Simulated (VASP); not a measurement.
# PbI2 (P-3m1) in VASP: a series of runs, part 2 of 2

VASP 6.6.1.

### Step 4. Single point, PBE

This run uses another cell than the first one, of 41.79 Å³/atom, 0.877 times its volume.

Contents of INCAR:

```
ALGO = Normal
EDIFF = 1E-6
ENCUT = 500
GGA = PE
GGA_COMPAT = False
ISIF = 2
ISMEAR = 0
LASPH = True
LCHARG = True
LELF = True
LREAL = False
LVHAR = True
LWAVE = False
NBANDS = 21
NELM = 120
PREC = Accurate
SIGMA = 0.1
```

Contents of KPOINTS:

```
k-points
0
Gamma
  6 6 2
```

Contents of POSCAR:

```
PbI2
1.0
    4.5550018558      0.0000000000      0.0000000000
   -2.2775009279      3.9447473214      0.0000000000
    0.0000000000      0.0000000000      6.9770000000
Pb I
1 2
Direct
    0.0000000000      0.0000000000      0.0000000000
    0.3333333333      0.6666666667      0.2650000000
    0.6666666667      0.3333333333      0.7350000000
```

Potentials or basis: VASP PAW PBE potentials, release 64 (Pb_d, I).

Run with:

```bash
cat potpaw_PBE.64/Pb_d/POTCAR potpaw_PBE.64/I/POTCAR > POTCAR
mpirun -np 1 vasp_std > vasp.out
```

OUTCAR:

```text
EDIFF = 1E-6
   ENCUT = 500
   GGA = PE
   ISIF = 2
   ISMEAR = 0
   LASPH = True
   LREAL = False
   NELM = 120
   PREC = Accurate

 ion  position               nearest neighbor table
   1  0.000  0.000  0.000-   2 3.21   3 3.21   2 3.21   3 3.21   3 3.21   2 3.21
   2  0.333  0.667  0.265-   1 3.21   1 3.21   1 3.21
   3  0.667  0.333  0.735-   1 3.21   1 3.21   1 3.21

  LATTYP: Found a hexagonal cell.
 ALAT       =     4.5550018558
 C/A-ratio  =     1.5317227568

  Lattice vectors:

 A1 = (   4.5550018558,   0.0000000000,   0.0000000000)
 A2 = (  -2.2775009279,   3.9447473214,   0.0000000000)
 A3 = (   0.0000000000,   0.0000000000,   6.9770000000)

Analysis of symmetry for initial positions (statically):
=====================================================================
 Subroutine PRICEL returns:
 Original cell was already a primitive cell.

 Routine SETGRP: Setting up the symmetry group for a
 hexagonal supercell.

 Subroutine GETGRP returns: Found 12 space group operations
 (whereof 12 operations were pure point group operations)
 out of a pool of 24 trial point group operations.

The static configuration has the point symmetry D_3d.

Analysis of symmetry for dynamics (positions and initial velocities):
=====================================================================
 Subroutine PRICEL returns:
 Original cell was already a primitive cell.

 Routine SETGRP: Setting up the symmetry group for a
 hexagonal supercell.

 Subroutine GETGRP returns: Found 12 space group operations
 (whereof 12 operations were pure point group operations)
 out of a pool of 24 trial point group operations.

The dynamic configuration has the point symmetry D_3d.

 Subroutine INISYM returns: Found 12 space group operations
 (whereof 12 operations are pure point group operations),
 and found     1 'primitive' translations

----------------------------------------------------------------------------------------

                                     Primitive cell

  volume of cell :     125.3650

  direct lattice vectors                    reciprocal lattice vectors
     4.555001856  0.000000000  0.000000000     0.219538879  0.126750831  0.000000000
    -2.277500928  3.944747321  0.000000000     0.000000000  0.253501661  0.000000000
     0.000000000  0.000000000  6.977000000     0.000000000  0.000000000  0.143328078

  length of vectors
     4.555001856  4.555001856  6.977000000     0.253501661  0.253501661  0.143328078

  position of ions in fractional coordinates (direct lattice)
     0.000000000  0.000000000  0.000000000
     0.333333333  0.666666667  0.265000000
     0.666666667  0.333333333  0.735000000

  ion indices of the primitive-cell ions
   primitive index   ion index
                 1           1
                 2           2
                 3           3

----------------------------------------------------------------------------------------

 KPOINTS: k-points

Automatic generation of k-mesh.
 Grid dimensions read from file:
 generate k-points for:    6    6    2

 Generating k-lattice:

  Cartesian coordinates                     Fractional coordinates (reciprocal lattice)
     0.036589813  0.021125138  0.000000000     0.166666667 -0.000000000  0.000000000
     0.000000000  0.042250277  0.000000000     0.000000000  0.166666667  0.000000000
     0.000000000  0.000000000  0.071664039     0.000000000  0.000000000  0.500000000

  Length of vectors
     0.042250277  0.042250277  0.071664039

  Shift w.r.t. Gamma in fractional coordinates (k-lattice)
     0.000000000  0.000000000  0.000000000

 Subroutine IBZKPT returns following result:
 ===========================================

 Found     14 irreducible k-points:

 Following reciprocal coordinates:
            Coordinates               Weight
  0.000000  0.000000  0.000000      1.000000
  0.166667  0.000000  0.000000      6.000000
  0.333333  0.000000  0.000000      6.000000
  0.500000 -0.000000  0.000000      3.000000
  0.166667  0.166667  0.000000      6.000000
  0.333333  0.166667  0.000000     12.000000
  0.333333  0.333333  0.000000      2.000000
  0.000000  0.000000  0.500000      1.000000
  0.166667  0.000000  0.500000      6.000000
  0.333333  0.000000  0.500000      6.000000
  0.500000 -0.000000  0.500000      3.000000
  0.166667  0.166667  0.500000      6.000000
  0.333333  0.166667  0.500000     12.000000
  0.333333  0.333333  0.500000      2.000000
   k-points           NKPTS =     14   k-points in BZ     NKDIM =     14   number of bands    NBANDS=     21
   number of dos      NEDOS =    301   number of ions     NIONS =      3
   total plane-waves  NPLWV =  69984
   dimension x,y,z NGX =    36 NGY =   36 NGZ =   54
   dimension x,y,z NGXF=    72 NGYF=   72 NGZF=  108
   ions per type =               1   2
   NGX,Y,Z   is equivalent  to a cutoff of  13.14, 13.14, 12.87 a.u.
   NGXF,Y,Z  is equivalent  to a cutoff of  26.28, 26.28, 25.73 a.u.
 SYSTEM =  unknown system
   PREC   = accura    normal or accurate (medium, high low for compatibility)
   ISTART =      0    job   : 0-new  1-cont  2-samecut
   ICHARG =      2    charge: 1-file 2-atom 10-const
   ISPIN  =      1    spin polarized calculation?
   LNONCOLLINEAR =      F non collinear calculations
   LSORBIT =      F    spin-orbit coupling
   LASPH  =      T    aspherical Exc in radial PAW
   ENCUT  =  500.0 eV  36.75 Ry    6.06 a.u.   8.30  8.30 12.72*2*pi/ulx,y,z
   NELM   =    120;   NELMIN=  2; NELMDL= -5     # of ELM steps
   EDIFF  = 0.1E-05   stopping-criterion for ELM
   LREAL  =      F    real-space projection
   EDIFFG = 0.1E-04   stopping-criterion for IOM
   NSW    =      0    number of steps for IOM
   IBRION =     -1    ionic relax: 0-MD 1-quasi-New 2-CG
   NFREE  =      0    steps in history (QN), initial steepest desc. (CG)
   ISIF   =      2    stress and relaxation
   ISYM   =      2    0-nonsym 1-usesym 2-fastsym
   POTIM  = 0.5000    time-step for ionic-motion
   TEBEG  =    0.0;   TEEND  =   0.0 temperature during run
   PSTRESS=    0.0 pullay stress
   NELECT =      28.0000    total number of electrons
   NUPDOWN=      -1.0000    fix difference up-down
   EMIN   =  10.00;   EMAX   =-10.00  energy-range for DOS
   EFERMI =   0.00;   METHOD = LEGACY
   ISMEAR =     0;   SIGMA  =   0.10  broadening in eV -4-tet -1-fermi 0-gaus
   EFERMI_NEDOS =   21; number of points for ismear=-14 and -15
   IALGO  =     38    algorithm
   IMIX   =      4    mixing-type and parameters
     AMIX     =   0.40;   BMIX     =  1.00
     AMIX_MAG =   1.60;   BMIX_MAG =  1.00
  volume/ion in A,a.u.               =      41.79       282.00
  Fermi-wavevector in a.u.,A,eV,Ry     =   0.993273  1.877014 13.423392  0.986591
  Thomas-Fermi vector in A             =   2.125143
   LORBIT       =      0    0 simple, 1 ext, 2 COOP (PROOUT), +10 PAW based schemes
   GGA     = PE    functional components
   LHFCALC =     F    Hartree Fock is set to
   AEXX    =    0.0000 exact exchange contribution
   IVDW    =     0    specifies the selected vdW correction
   LEPSILON=     F    determine dielectric tensor
   LRPA    =     F    only Hartree local field effects (RPA)
 non-spin polarized calculation
 Gauss-broadening in eV      SIGMA  =   0.10
  energy-cutoff  :      500.00
  volume of cell :      125.37
 maximum number of plane-waves:      3199
 NGX is ok and might be reduce to    36
   NGX = 17   NGY = 17   NGZ = 25

 number of electron      28.0000001 magnetization

 Free energy of the ion-electron system (eV)
  ---------------------------------------------------
  ext. energy  EPLUGINS =         0.00000000
  ---------------------------------------------------
  free energy    TOTEN  =        -8.54934944 eV

  energy without entropy =       -8.54934944  energy(sigma->0) =       -8.54934944

 E-fermi :   3.1568     XC(G=0):  -8.1288

 val. band max:        2.6829787323   @ k =   0.0000   0.0000   0.5000
 cond. band min:       4.8981308728   @ k =   0.0000   0.0000   0.5000
 fundamental gap:      2.2151521405
 Fermi energy:         3.1568332995

 k-point     1 :       0.0000    0.0000    0.0000
  band No.  band energies     occupation
      1     -13.4334      2.00000
      2     -13.4334      2.00000
      3     -13.4196      2.00000
      4     -13.4110      2.00000
      5     -13.4110      2.00000
      6      -9.5433      2.00000
[... 310 lines left out ...]
      5     -13.4060      2.00000
      6      -8.7119      2.00000
[... 13 lines left out ...]
     20      10.3833      0.00000
     21      10.7895      0.00000

------------------------ aborting loop because EDIFF is reached ----------------------------------------

  FORCE on cell =-STRESS in cart. coord.  units (eV):
  Direction    XX          YY          ZZ          XY          YZ          ZX
  --------------------------------------------------------------------------------------
  -------------------------------------------------------------------------------------
  Total        1.4074627      1.4074627      1.4721800     -0.0000000      0.0000000      0.0000000
  in kB       17.9875083     17.9875083     18.8146011     -0.0000000      0.0000000      0.0000000
  external PRESSURE =      18.2632059 kB  Pullay stress =       0.0000000 kB

 VOLUME and BASIS-vectors are now :
 -----------------------------------------------------------------------------
  energy-cutoff  :      500.00
  volume of cell :      125.37
      direct lattice vectors                 reciprocal lattice vectors
     4.555001856  0.000000000  0.000000000     0.219538879  0.126750831  0.000000000
    -2.277500928  3.944747321  0.000000000     0.000000000  0.253501661  0.000000000
     0.000000000  0.000000000  6.977000000     0.000000000  0.000000000  0.143328078

 POSITION                                       TOTAL-FORCE (eV/Angst)
 -----------------------------------------------------------------------------------
      0.00000      0.00000      0.00000        -0.000000      0.000000      0.000000
     -0.00000      2.62983      1.84891        -0.000000      0.000000      0.170914
      2.27750      1.31492      5.12809         0.000000     -0.000000     -0.170914
 -----------------------------------------------------------------------------------
    total drift:                               -0.000000     -0.000000      0.000000

  FREE ENERGIE OF THE ION-ELECTRON SYSTEM (eV)
  ---------------------------------------------------
  free  energy   TOTEN  =        -8.5493494418 eV

  energy  without entropy=       -8.5493494418  energy(sigma->0) =       -8.54934944
```

stdout:

```text
POSCAR found type information on POSCAR PbI
 POSCAR found :  2 types and       3 ions
 scaLAPACK will be used
 LDA part: xc-table for (Slater+PW92), standard interpolation
 POSCAR, INCAR and KPOINTS ok, starting setup
 FFT: planning ... GRIDC
 FFT: planning ... GRID_SOFT
 FFT: planning ... GRID
 WAVECAR not read
 entering main loop
```

It took 62 s on 1 thread of Intel Xeon Platinum 8259CL at 2.50GHz (Skylake/Cascade Lake), shared host; peak memory 0.24 GiB.

What came out:

```yaml
Free_energy: -8.5493 eV
Pressure: 1.8 GPa
Largest_force: 0.171 eV/Å
Band_gap_on_the_k_mesh: 2.22 eV, direct
```

Forces on the atoms (eV/Å):
```
Pb   0.000  0.000  0.000
I    0.000  0.000  0.171
I    0.000  0.000 -0.171
```

Levels at points of the mesh, in eV from the valence-band top:
```csv
k point,band 12,band 13,band 14,band 15,band 16,band 17
"(0.00, 0.00, 0.00)",-0.94,-0.94,-0.71,2.46,3.35,3.35
"(0.50, 0.00, 0.00)",-1.57,-0.78,-0.38,2.87,3.70,4.75
"(0.00, 0.00, 0.50)",-0.76,-0.76,0.00,2.22,3.17,3.17
"(0.50, 0.00, 0.50)",-1.35,-1.14,-0.66,3.24,3.74,4.16
```

Caveat: the k points lie up to 0.45 Å⁻¹ apart; spin-orbit coupling is left out, which moves the levels of the heavy elements; this functional lacks dispersion, which binds the layers, so the pressure and a relaxed spacing across them are unreliable. As with any semilocal functional, this PBE gap is likely too small.

### Step 5. Single point, revPBE

This run uses another cell than the first one, of 41.79 Å³/atom, 0.877 times its volume.

Contents of INCAR:

```
PREC = Accurate
ENCUT = 500
EDIFF = 1E-6
ISMEAR = -1
SIGMA = 0.017
LREAL = False
LASPH = True
NELM = 120
ALGO = Normal
ISIF = 2
LWAVE = False
LCHARG = True
GGA = RE
LELF = True
LVHAR = True
NBANDS = 21
GGA_COMPAT = False
```

Contents of KPOINTS:

```
Automatic mesh
0
Gamma
  6 6 2
```

POSCAR is that of step 4.

Run with:

```bash
cat potpaw_PBE.64/Pb_d/POTCAR potpaw_PBE.64/I/POTCAR > POTCAR
mpirun -np 1 vasp_std > vasp.out
```

Run time: 55 s. Hardware: 1 thread of Intel Xeon Platinum 8259CL at 2.50GHz (Skylake/Cascade Lake), shared host; peak memory 0.24 GiB.

The run converged. Its results:

```yaml
Free_energy: -7.7610 eV
Pressure: 2.9 GPa
Largest_force: 0.204 eV/Å
Band_gap_on_the_k_mesh: 2.32 eV, direct
```

Forces on the atoms (eV/Å):
```
Pb   0.000  0.000  0.000
I    0.000  0.000  0.204
I    0.000  0.000 -0.204
```

Stress tensor (GPa, compression positive):
```
2.82 0.00 0.00
0.00 2.82 0.00
0.00 0.00 2.92
```

Levels at points of the mesh, in eV from the valence-band top:
```tsv
k point	band 12	band 13	band 14	band 15	band 16	band 17
(0.00, 0.00, 0.00)	-0.94	-0.94	-0.71	2.54	3.39	3.39
(0.50, 0.00, 0.00)	-1.55	-0.79	-0.38	2.95	3.74	4.79
(0.00, 0.00, 0.50)	-0.77	-0.77	0.00	2.32	3.21	3.21
(0.50, 0.00, 0.50)	-1.33	-1.15	-0.66	3.32	3.80	4.19
```

Caveat: the k points lie up to 0.45 Å⁻¹ apart; the PAW data sets were made with another functional, which shifts forces and pressure a little; spin-orbit coupling is left out, which moves the levels of the heavy elements; this functional lacks dispersion, which binds the layers, so the pressure and a relaxed spacing across them are unreliable.

### Step 6. The runs side by side

| level | cell | k mesh | smearing | gap on the mesh (eV) | pressure (GPa) | largest force (eV/Å) |
| --- | --- | --- | --- | --- | --- | --- |
| PBEsol | a = 4.758, b = 4.758, c = 7.288 Å, angles 90.0, 90.0, 120.0°, 3 atoms | 3 × 3 × 1 | gaussian 0.1 eV | 2.68 | -2.8 | 0.49 |
| PBE | a = 4.555, b = 4.555, c = 6.977 Å, angles 90.0, 90.0, 120.0°, 3 atoms | 1 × 7 × 1 | gaussian 0.1 eV | 2.61 | 6.9 | 0.39 |
| PBE | a = 4.555, b = 4.555, c = 6.977 Å, angles 90.0, 90.0, 120.0°, 3 atoms | 6 × 6 × 2 | gaussian 0.1 eV | 2.22 | 1.8 | 0.17 |
| revPBE | a = 4.555, b = 4.555, c = 6.977 Å, angles 90.0, 90.0, 120.0°, 3 atoms | 6 × 6 × 2 | fermi-dirac 0.017 eV | 2.32 | 2.9 | 0.20 |

Alike in all rows: task single point; potentials or basis VASP PAW PBE potentials, release 64 (Pb_d, I); no spin polarisation; cutoff (eV) 500.

Caveats: all runs use coarse meshes; spin-orbit coupling is left out, which moves the levels of the heavy elements; this functional lacks dispersion, which binds the layers, so the pressure and a relaxed spacing across them are unreliable; the PAW data sets were made with another functional, which shifts forces and pressure a little (some runs).

Absolute energies hang on the potentials; compare differences alone.
